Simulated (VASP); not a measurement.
Write the native input for VASP 6.6.1 that does the following.

```
Task                   : single point
Functional             : PBEsol
Potentials or basis    : VASP PAW PBE potentials, release 64 (Se, Ca_sv)
Cutoff                 : 520 eV
k mesh                 : 8 × 8 × 8
Occupations            : gaussian, width 0.02 eV
Spin                   : no spin polarisation
Dipole correction      : no
Further INCAR settings : ALGO = Normal; EDIFF = 1e-06; NBANDS = 15
```

The structure of CaSe lies in POSCAR:

```
CaSe
1.0
    0.0000000000      2.9560000000      2.9560000000
    2.9560000000      0.0000000000      2.9560000000
    2.9560000000      2.9560000000      0.0000000000
Se Ca
1 1
Direct
    0.5000000000      0.5000000000      0.5000000000
    0.0000000000      0.0000000000      0.0000000000
```

One way to write it, as run:

INCAR

```
PREC = Accurate ; ENCUT = 520
EDIFF = 1E-6 ; ISMEAR = 0
SIGMA = 0.02 ; LREAL = F
LASPH = T ; NELM = 80
ALGO = Normal ; ISIF = 2
LWAVE = F ; LCHARG = F
GGA = PS ; NBANDS = 15
```

KPOINTS

```
Automatic mesh
0
Gamma
  8 8 8
```

Potentials or basis: VASP PAW PBE potentials, release 64 (Se, Ca_sv).

The run is started by

```console
$ cat potpaw_PBE.64/Se/POTCAR potpaw_PBE.64/Ca_sv/POTCAR > POTCAR
$ mpirun -np 1 vasp_std > vasp.out
```

It gave:

```yaml
Pressure: -0.9 GPa
Band_gap_on_the_k_mesh: 1.92 eV, indirect (least direct gap 2.87 eV)
```

Caveat: the PAW data sets were made with another functional, which shifts forces and pressure a little.

Wall time 8.5 s on 1 thread of Intel(R) Xeon(R) 6975P-C (Granite Rapids), on a shared host, peak memory 0.18 GiB.
